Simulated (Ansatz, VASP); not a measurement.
**One calculation of Si3P, two programs**

```
Si P
1.0
     3.88608    0.00000    0.00000
     0.00000    3.88608    0.00000
     0.00000    0.00000    3.88608
Si P
3 1
Cartesian
  0.0000 1.9430 1.9430
  1.9430 0.0000 1.9430
  1.9430 1.9430 0.0000
  0.0000 0.0000 0.0000
```

Alike in both runs: functional PBE; k mesh 12 × 12 × 12; occupations gaussian, width 0.1 eV; no spin polarisation.

Ansatz relaxed the structure, and its values are those at the end. VASP's run is a single point on that final structure, the one shown.

|  | VASP | Ansatz |
| --- | --- | --- |
| version | VASP 6.6.1 | Ansatz 0.2.0 |
| potentials or method | VASP PAW PBE potentials, release 64 (Si, P), cutoff 520 eV | scalar-relativistic, plane waves, PAW |
| valence electrons in the cell | 17 | 17 |

|  | VASP | Ansatz | Ansatz less VASP |
| --- | --- | --- | --- |
| gap on the k mesh at the Fermi level (eV) | none | none | - |
| pressure (GPa) | 0.0 | 0.0 | +0.05 |

A gap of «none» marks a metal or a gap that the smearing closes.
